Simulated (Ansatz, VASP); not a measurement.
Ta: VASP beside Ansatz

```xyz
2
Lattice="2.9670 0.0000 0.0000 -1.4835 2.5695 0.0000 0.0000 0.0000 4.8065" Properties=species:S:1:pos:R:3 pbc="T T T"
Ta   -0.1780    1.6102    0.9132
Ta    1.6615    0.9593    3.8932
```

Change from the starting cell: shortest bond scaled by 0.76, LAPW.

Alike in both runs: task single point; functional LDA; k mesh 12 × 12 × 6; occupations fermi-dirac, width 0.05 eV; no spin polarisation.

|  | VASP | Ansatz |
| --- | --- | --- |
| version | VASP 6.6.1 | Ansatz 0.2.0 |
| potentials or method | VASP PAW LDA potentials, release 64 (Ta_pv), cutoff 520 eV | all-electron LAPW, scalar-relativistic |

Ansatz gave:

| Quantity | Value |
| --- | --- |
| pressure (GPa) | 19.9 |
| traceless stress, the component that is largest in VASP (GPa) | 8.52 |
| rms of the force components (eV/Å) | 3.581 |

Q: Estimate VASP's values.

A: Pressure (GPa): 21.6; traceless stress, the component that is largest in VASP (GPa): 9.07; rms of the force components (eV/Å): 3.710.

LDA's correlation is that of Perdew and Zunger in VASP and of Perdew and Wang (1992) in Ansatz. Atom by atom the forces differ by 0.130 eV/Å (rms over components). Ansatz ran all-electron here, and VASP with PAW potentials.

Neither program's run includes spin-orbit coupling.
